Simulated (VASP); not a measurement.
# Zr in VASP: notebook

The runs below take Zr through electric field gradients, with PBE.

Program: VASP 6.6.1. These are calculated values, not measurements. Logs are shortened: lines on timing, memory, paths and dates and some standing lists are left out, and cuts for length are marked.

### 1 The cell of the first run

It takes space group Im-3m (No. 229, cubic). Conventional cell: a = 3.679 Å, b = 3.679 Å, c = 3.679 Å, α = 90.00°, β = 90.00°, γ = 90.00°. Within 4.2 Å of Zr (site symmetry m-3m) lie 14 Zr at 3.19 to 3.68 Å.

This isn't the form of Zr at room conditions, which is hcp.

### 2 Electric field gradients, PBE (24.90 Å³/atom)

INCAR

```
SYSTEM = Zr
PREC = Accurate ; ENCUT = 400
EDIFF = 1E-8 ; ISMEAR = -1
SIGMA = 0.08 ; LREAL = .FALSE.
LASPH = .TRUE. ; NELM = 120
ALGO = Normal ; ISIF = 2
LWAVE = .FALSE. ; LCHARG = .FALSE.
GGA = PE ; LEFG = .TRUE.
NBANDS = 12 ; GGA_COMPAT = .FALSE.
```

KPOINTS

```
Automatic mesh
0
G
  14 14 14
  0 0 0
```

POSCAR

```
Zr
1.0
   -1.8396774058      1.8396774058      1.8396774058
    1.8396774058     -1.8396774058      1.8396774058
    1.8396774058      1.8396774058     -1.8396774058
Zr
1
Direct
    0.0000000000      0.0000000000      0.0000000000
```

Potentials or basis: VASP PAW PBE potentials, release 64 (Zr_sv).

Started as:

```sh
> cat potpaw_PBE.64/Zr_sv/POTCAR > POTCAR
> mpirun -np 1 vasp_std > vasp.out
```

OUTCAR:

```text
SYSTEM = Zr
   PREC = Accurate
   ENCUT = 400
   EDIFF = 1E-8
   ISMEAR = -1
   LREAL = .FALSE.
   LASPH = .TRUE.
   NELM = 120
   ISIF = 2
   GGA = PE

 ion  position               nearest neighbor table
   1  0.000  0.000  0.000-

  LATTYP: Found a body centered cubic cell.
 ALAT       =     3.6793548116

  Lattice vectors:

 A1 = (  -1.8396774058,   1.8396774058,   1.8396774058)
 A2 = (   1.8396774058,  -1.8396774058,   1.8396774058)
 A3 = (   1.8396774058,   1.8396774058,  -1.8396774058)

Analysis of symmetry for initial positions (statically):
=====================================================================
 Subroutine PRICEL returns:
 Original cell was already a primitive cell.

 Routine SETGRP: Setting up the symmetry group for a
 body centered cubic supercell.

 Subroutine GETGRP returns: Found 48 space group operations
 (whereof 48 operations were pure point group operations)
 out of a pool of 48 trial point group operations.

The static configuration has the point symmetry O_h .

Analysis of symmetry for dynamics (positions and initial velocities):
=====================================================================
 Subroutine PRICEL returns:
 Original cell was already a primitive cell.

 Routine SETGRP: Setting up the symmetry group for a
 body centered cubic supercell.

 Subroutine GETGRP returns: Found 48 space group operations
 (whereof 48 operations were pure point group operations)
 out of a pool of 48 trial point group operations.

The dynamic configuration has the point symmetry O_h .

 Subroutine INISYM returns: Found 48 space group operations
 (whereof 48 operations are pure point group operations),
 and found     1 'primitive' translations

----------------------------------------------------------------------------------------

                                     Primitive cell

  volume of cell :      24.9049

  direct lattice vectors                    reciprocal lattice vectors
    -1.839677406  1.839677406  1.839677406     0.000000000  0.271786781  0.271786781
     1.839677406 -1.839677406  1.839677406     0.271786781  0.000000000  0.271786781
     1.839677406  1.839677406 -1.839677406     0.271786781  0.271786781  0.000000000

  length of vectors
     3.186414736  3.186414736  3.186414736     0.384364552  0.384364552  0.384364552

  position of ions in fractional coordinates (direct lattice)
     0.000000000  0.000000000  0.000000000

  ion indices of the primitive-cell ions
   primitive index   ion index
                 1           1

----------------------------------------------------------------------------------------

 KPOINTS: Automatic mesh

Automatic generation of k-mesh.
 Grid dimensions read from file:
 generate k-points for:   14   14   14

 Generating k-lattice:

  Cartesian coordinates                     Fractional coordinates (reciprocal lattice)
     0.000000000  0.019413341  0.019413341     0.071428571  0.000000000  0.000000000
     0.019413341  0.000000000  0.019413341     0.000000000  0.071428571  0.000000000
     0.019413341  0.019413341  0.000000000     0.000000000  0.000000000  0.071428571

  Length of vectors
     0.027454611  0.027454611  0.027454611

  Shift w.r.t. Gamma in fractional coordinates (k-lattice)
     0.000000000  0.000000000  0.000000000

 Subroutine IBZKPT returns following result:
 ===========================================

 Found    104 irreducible k-points:

 Following reciprocal coordinates:
            Coordinates               Weight
  0.000000  0.000000  0.000000      1.000000
  0.071429  0.000000  0.000000     12.000000
  0.142857  0.000000  0.000000     12.000000
  0.214286  0.000000  0.000000     12.000000
  0.285714  0.000000  0.000000     12.000000
  0.357143  0.000000  0.000000     12.000000
[... 16 lines left out ...]
  0.285714  0.285714  0.000000     24.000000
  0.357143  0.285714  0.000000     24.000000
 [... further k-points ...]
   k-points           NKPTS =    104   k-points in BZ     NKDIM =    104   number of bands    NBANDS=     12
   number of dos      NEDOS =    301   number of ions     NIONS =      1
   total plane-waves  NPLWV =  13824
   dimension x,y,z NGX =    24 NGY =   24 NGZ =   24
   dimension x,y,z NGXF=    48 NGYF=   48 NGZF=   48
   ions per type =               1
   NGX,Y,Z   is equivalent  to a cutoff of  12.52, 12.52, 12.52 a.u.
   NGXF,Y,Z  is equivalent  to a cutoff of  25.04, 25.04, 25.04 a.u.
 SYSTEM =  Zr
   PREC   = accura    normal or accurate (medium, high low for compatibility)
   ISTART =      0    job   : 0-new  1-cont  2-samecut
   ICHARG =      2    charge: 1-file 2-atom 10-const
   ISPIN  =      1    spin polarized calculation?
   LNONCOLLINEAR =      F non collinear calculations
   LSORBIT =      F    spin-orbit coupling
   LASPH  =      T    aspherical Exc in radial PAW
   ENCUT  =  400.0 eV  29.40 Ry    5.42 a.u.   5.20  5.20  5.20*2*pi/ulx,y,z
   NELM   =    120;   NELMIN=  2; NELMDL= -5     # of ELM steps
   EDIFF  = 0.1E-07   stopping-criterion for ELM
   LREAL  =      F    real-space projection
   EDIFFG = 0.1E-06   stopping-criterion for IOM
   NSW    =      0    number of steps for IOM
   IBRION =     -1    ionic relax: 0-MD 1-quasi-New 2-CG
   NFREE  =      0    steps in history (QN), initial steepest desc. (CG)
   ISIF   =      2    stress and relaxation
   ISYM   =      2    0-nonsym 1-usesym 2-fastsym
   POTIM  = 0.5000    time-step for ionic-motion
   TEBEG  =    0.0;   TEEND  =   0.0 temperature during run
   PSTRESS=    0.0 pullay stress
   NELECT =      12.0000    total number of electrons
   NUPDOWN=      -1.0000    fix difference up-down
   EMIN   =  10.00;   EMAX   =-10.00  energy-range for DOS
   EFERMI =   0.00;   METHOD = LEGACY
   ISMEAR =    -1;   SIGMA  =   0.08  broadening in eV -4-tet -1-fermi 0-gaus
   EFERMI_NEDOS =   21; number of points for ismear=-14 and -15
   IALGO  =     38    algorithm
   IMIX   =      4    mixing-type and parameters
     AMIX     =   0.40;   BMIX     =  1.00
     AMIX_MAG =   1.60;   BMIX_MAG =  1.00
  volume/ion in A,a.u.               =      24.90       168.07
  Fermi-wavevector in a.u.,A,eV,Ry     =   1.283434  2.425339 22.411559  1.647203
  Thomas-Fermi vector in A             =   2.415687
   LORBIT       =      0    0 simple, 1 ext, 2 COOP (PROOUT), +10 PAW based schemes
   GGA     = PE    functional components
   LHFCALC =     F    Hartree Fock is set to
   AEXX    =    0.0000 exact exchange contribution
   IVDW    =     0    specifies the selected vdW correction
   LEPSILON=     F    determine dielectric tensor
   LRPA    =     F    only Hartree local field effects (RPA)
 non-spin polarized calculation
  energy-cutoff  :      400.00
  volume of cell :       24.90
 maximum number of plane-waves:       466
 NGX is ok and might be reduce to    24
   NGX = 11   NGY = 11   NGZ = 11

 number of electron      12.0000000 magnetization

 Free energy of the ion-electron system (eV)
  ---------------------------------------------------
  ext. energy  EPLUGINS =         0.00000000
  ---------------------------------------------------
  free energy    TOTEN  =        -8.41150265 eV

  energy without entropy =       -8.36673307  energy(sigma->0) =       -8.38911786

 E-fermi :   7.9908     XC(G=0): -10.7754

 val. band max:        7.9789993247   @ k =   0.2857   0.0000   0.0000
 cond. band min:       7.9946951555   @ k =   0.2143   0.2143   0.0000
 fundamental gap:      0.0156958308
 Fermi energy:         7.9908025238

 k-point     1 :       0.0000    0.0000    0.0000
  band No.  band energies     occupation
      1     -40.6531      2.00000
      2     -18.2510      2.00000
      3     -18.2510      2.00000
      4     -18.2510      2.00000
      5       2.7436      2.00000
      6       9.0721      0.00000
      7       9.0721      0.00000
      8       9.0721      0.00000
      9      11.3644      0.00000
     10      11.3644      0.00000
     11      20.1515      0.00000
     12      20.1515      0.00000

 k-point     2 :       0.0714    0.0000    0.0000
  band No.  band energies     occupation
      1     -40.6475      2.00000
      2     -18.2915      2.00000
      3     -18.2634      2.00000
      4     -18.2510      2.00000
      5       2.9048      2.00000
      6       8.9675      0.00001
      7       9.0370      0.00000
      8       9.2259      0.00000
      9      11.2084      0.00000
     10      11.3646      0.00000
     11      20.2841      0.00000
     12      20.4410      0.00000
[... 316 lines left out ...]
 k-point    24 :       0.3571    0.2857    0.0000
  band No.  band energies     occupation
      1     -40.5259      2.00000
      2     -18.8432      2.00000
      3     -18.7243      2.00000
      4     -18.3468      2.00000
      5       6.7197      2.00000
      6       7.4773      1.99675
      7       7.8014      1.82855
      8      11.4950      0.00000
      9      11.8609      0.00000
     10      15.8034      0.00000
     11      16.2574      0.00000
     12      17.6414      0.00000

 [... further k-points ...]
[... 5 lines left out ...]
  --------------------------------------------------------------------------------------
  -------------------------------------------------------------------------------------
  Total       -1.0348427     -1.0348427     -1.0348427      0.0000000      0.0000000      0.0000000
  in kB      -66.5732749    -66.5732749    -66.5732749      0.0000000      0.0000000      0.0000000
  external PRESSURE =     -66.5732749 kB  Pullay stress =       0.0000000 kB

 VOLUME and BASIS-vectors are now :
 -----------------------------------------------------------------------------
  energy-cutoff  :      400.00
  volume of cell :       24.90
      direct lattice vectors                 reciprocal lattice vectors
    -1.839677406  1.839677406  1.839677406     0.000000000  0.271786781  0.271786781
     1.839677406 -1.839677406  1.839677406     0.271786781  0.000000000  0.271786781
     1.839677406  1.839677406 -1.839677406     0.271786781  0.271786781  0.000000000

 POSITION                                       TOTAL-FORCE (eV/Angst)
 -----------------------------------------------------------------------------------
      0.00000      0.00000      0.00000         0.000000      0.000000      0.000000
 -----------------------------------------------------------------------------------
    total drift:                                0.000000      0.000000      0.000000

  FREE ENERGIE OF THE ION-ELECTRON SYSTEM (eV)
  ---------------------------------------------------
  free  energy   TOTEN  =        -8.4115026549 eV

  energy  without entropy=       -8.3667330708  energy(sigma->0) =       -8.38911786

 Electric field gradients (V/A^2)
---------------------------------------------------------------------
 ion       V_xx      V_yy      V_zz      V_xy      V_xz      V_yz
---------------------------------------------------------------------
   1       0.000    -0.000     0.000    -0.000    -0.000    -0.000
---------------------------------------------------------------------

 Electric field gradients after diagonalization (V/A^2)
 (convention: |V_zz| > |V_xx| > |V_yy|)
----------------------------------------------------------------------
 ion       V_xx      V_yy      V_zz     asymmetry (V_yy - V_xx)/ V_zz
----------------------------------------------------------------------
   1       0.000     0.000    -0.000       0.000
----------------------------------------------------------------------

           NMR quadrupolar parameters

 Cq : quadrupolar parameter    Cq=e*Q*V_zz/h
 eta: asymmetry parameters     (V_yy - V_xx)/ V_zz
 Q  : nuclear electric quadrupole moment in mb (millibarn)
----------------------------------------------------------------------
 ion       Cq(MHz)       eta       Q (mb)
----------------------------------------------------------------------
   1      -0.000       0.000       1.000
----------------------------------------------------------------------
```

Wall time 32 s (1 thread of Intel Xeon 8259CL, shared host); peak memory 0.15 GiB.

What came out:

```yaml
Free_energy: -8.4115 eV
Pressure: -6.7 GPa
Band_gap_on_the_k_mesh: zero (bands 6 and 7 overlap by 1.68 eV)
Largest_electric_field_gradient_by_atom: zero within the noise of the run
```

Levels at points of the mesh, in eV from the Fermi level:
```
           k point  band 4  band 5  band 6  band 7  band 8  band 9
(0.00, 0.00, 0.00)  -26.24   -5.25    1.08    1.08    1.08    3.37
(0.50, 0.00, 0.00)  -26.25   -2.59   -0.56    1.34    3.33    3.95
(0.50, 0.50, 0.50)  -26.78   -2.27   -2.27    5.20    5.20    5.20
```

Caveat: the cell stands under tension.

### 3 Electric field gradients, PBE (25.14 Å³/atom)

This run uses another cell than the first one, of 25.14 Å³/atom.

INCAR

```
SYSTEM = Zr
PREC     = Accurate       ! precision mode
ENCUT    = 400            ! plane-wave cutoff, eV
EDIFF    = 1E-8           ! SCF threshold, eV
ISMEAR   = -1             ! smearing method
SIGMA    = 0.08           ! smearing width, eV
LREAL    = .False.        ! projectors in reciprocal space
LASPH    = .True.         ! aspherical terms in the spheres
NELM     = 120            ! most SCF steps
ALGO     = Normal         ! electronic algorithm
ISIF     = 2              ! what is computed and relaxed
LWAVE    = .False.        ! write WAVECAR
LCHARG   = .False.        ! write CHGCAR
GGA      = PE             ! functional
LEFG     = .True.       
NBANDS   = 12             ! bands
GGA_COMPAT= .False.
```

KPOINTS

```
regular mesh
0
Gamma
  14 14 14
  0 0 0
```

POSCAR

```
Zr
1.0
   -1.8454992086      1.8454992086      1.8454992086
    1.8454992086     -1.8454992086      1.8454992086
    1.8454992086      1.8454992086     -1.8454992086
Zr
1
Direct
    0.0000000000      0.0000000000      0.0000000000
```

Potentials or basis: VASP PAW PBE potentials, release 64 (Zr_sv).

Started as:

```sh
> cat potpaw_PBE.64/Zr_sv/POTCAR > POTCAR
> mpirun -np 1 vasp_std > vasp.out
```

OUTCAR:

```text
SYSTEM = Zr
   PREC = Accurate
   ENCUT = 400
   EDIFF = 1E-8
   ISMEAR = -1
   LREAL = .False.
   LASPH = .True.
   NELM = 120
   ISIF = 2
   GGA = PE

 ion  position               nearest neighbor table
   1  0.000  0.000  0.000-

  LATTYP: Found a body centered cubic cell.
 ALAT       =     3.6909984172

  Lattice vectors:

 A1 = (  -1.8454992086,   1.8454992086,   1.8454992086)
 A2 = (   1.8454992086,  -1.8454992086,   1.8454992086)
 A3 = (   1.8454992086,   1.8454992086,  -1.8454992086)

Analysis of symmetry for initial positions (statically):
=====================================================================
 Subroutine PRICEL returns:
 Original cell was already a primitive cell.

 Routine SETGRP: Setting up the symmetry group for a
 body centered cubic supercell.

 Subroutine GETGRP returns: Found 48 space group operations
 (whereof 48 operations were pure point group operations)
 out of a pool of 48 trial point group operations.

The static configuration has the point symmetry O_h .

Analysis of symmetry for dynamics (positions and initial velocities):
=====================================================================
 Subroutine PRICEL returns:
 Original cell was already a primitive cell.

 Routine SETGRP: Setting up the symmetry group for a
 body centered cubic supercell.

 Subroutine GETGRP returns: Found 48 space group operations
 (whereof 48 operations were pure point group operations)
 out of a pool of 48 trial point group operations.

The dynamic configuration has the point symmetry O_h .

 Subroutine INISYM returns: Found 48 space group operations
 (whereof 48 operations are pure point group operations),
 and found     1 'primitive' translations

[... 154 lines left out ...]
      6       8.9673      0.00000
      7       8.9673      0.00000
      8       8.9673      0.00000
      9      11.2353      0.00000
     10      11.2353      0.00000
     11      20.0209      0.00000
     12      20.0209      0.00000
[... 331 lines left out ...]
 k-point    24 :       0.3571    0.2857    0.0000
  band No.  band energies     occupation
      1     -40.6517      2.00000
      2     -18.9559      2.00000
      3     -18.8406      2.00000
      4     -18.4748      2.00000
      5       6.6357      2.00000
      6       7.3838      1.99656
      7       7.6991      1.83684
      8      11.3617      0.00000
      9      11.7218      0.00000
     10      15.6152      0.00000
     11      16.0689      0.00000
     12      17.4453      0.00000

 [... further k-points ...]
[... 5 lines left out ...]
  --------------------------------------------------------------------------------------
  -------------------------------------------------------------------------------------
  Total       -1.1402977     -1.1402977     -1.1402977      0.0000000      0.0000000     -0.0000000
  in kB      -72.6653270    -72.6653270    -72.6653270      0.0000000      0.0000000     -0.0000000
  external PRESSURE =     -72.6653270 kB  Pullay stress =       0.0000000 kB

 VOLUME and BASIS-vectors are now :
 -----------------------------------------------------------------------------
  energy-cutoff  :      400.00
  volume of cell :       25.14
      direct lattice vectors                 reciprocal lattice vectors
    -1.845499209  1.845499209  1.845499209     0.000000000  0.270929404  0.270929404
     1.845499209 -1.845499209  1.845499209     0.270929404  0.000000000  0.270929404
     1.845499209  1.845499209 -1.845499209     0.270929404  0.270929404  0.000000000

 POSITION                                       TOTAL-FORCE (eV/Angst)
 -----------------------------------------------------------------------------------
      0.00000      0.00000      0.00000         0.000000     -0.000000      0.000000
 -----------------------------------------------------------------------------------
    total drift:                                0.000000      0.000000     -0.000000

  FREE ENERGIE OF THE ION-ELECTRON SYSTEM (eV)
  ---------------------------------------------------
  free  energy   TOTEN  =        -8.4015332547 eV

  energy  without entropy=       -8.3560044488  energy(sigma->0) =       -8.37876885

 Electric field gradients (V/A^2)
---------------------------------------------------------------------
 ion       V_xx      V_yy      V_zz      V_xy      V_xz      V_yz
---------------------------------------------------------------------
   1       0.000     0.000     0.000    -0.000    -0.000    -0.000
---------------------------------------------------------------------

 Electric field gradients after diagonalization (V/A^2)
 (convention: |V_zz| > |V_xx| > |V_yy|)
----------------------------------------------------------------------
 ion       V_xx      V_yy      V_zz     asymmetry (V_yy - V_xx)/ V_zz
----------------------------------------------------------------------
   1       0.000     0.000    -0.000       0.000
----------------------------------------------------------------------

           NMR quadrupolar parameters

 Cq : quadrupolar parameter    Cq=e*Q*V_zz/h
 eta: asymmetry parameters     (V_yy - V_xx)/ V_zz
 Q  : nuclear electric quadrupole moment in mb (millibarn)
----------------------------------------------------------------------
 ion       Cq(MHz)       eta       Q (mb)
----------------------------------------------------------------------
   1      -0.000       0.000       1.000
----------------------------------------------------------------------
```

stdout:

```text
POSCAR found type information on POSCAR Zr
 POSCAR found :  1 types and       1 ions
 scaLAPACK will be used
 LDA part: xc-table for (Slater+PW92), standard interpolation
 POSCAR, INCAR and KPOINTS ok, starting setup
 FFT: planning ... GRIDC
 FFT: planning ... GRID_SOFT
 FFT: planning ... GRID
 WAVECAR not read
 entering main loop
ion   1
```

It took 30 s on 1 thread of Intel Xeon 8259CL, shared host; peak memory 0.15 GiB.

What came out:

| Property | Result |
| --- | --- |
| Free energy | -8.4015 eV |
| Pressure | -7.3 GPa |
| Band gap on the k mesh | zero (bands 6 and 7 overlap by 1.67 eV) |
| Largest electric field gradient by atom | zero within the noise of the run |

Levels at points of the mesh, in eV from the Fermi level:
| k point | band 4 | band 5 | band 6 | band 7 | band 8 | band 9 |
| --- | --- | --- | --- | --- | --- | --- |
| (0.00, 0.00, 0.00) | -26.27 | -5.23 | 1.07 | 1.07 | 1.07 | 3.34 |
| (0.50, 0.00, 0.00) | -26.28 | -2.57 | -0.54 | 1.31 | 3.30 | 3.91 |
| (0.50, 0.50, 0.50) | -26.80 | -2.23 | -2.23 | 5.14 | 5.14 | 5.14 |

Caveat: the cell stands under tension.

(Part 1 of 3 ends here.)
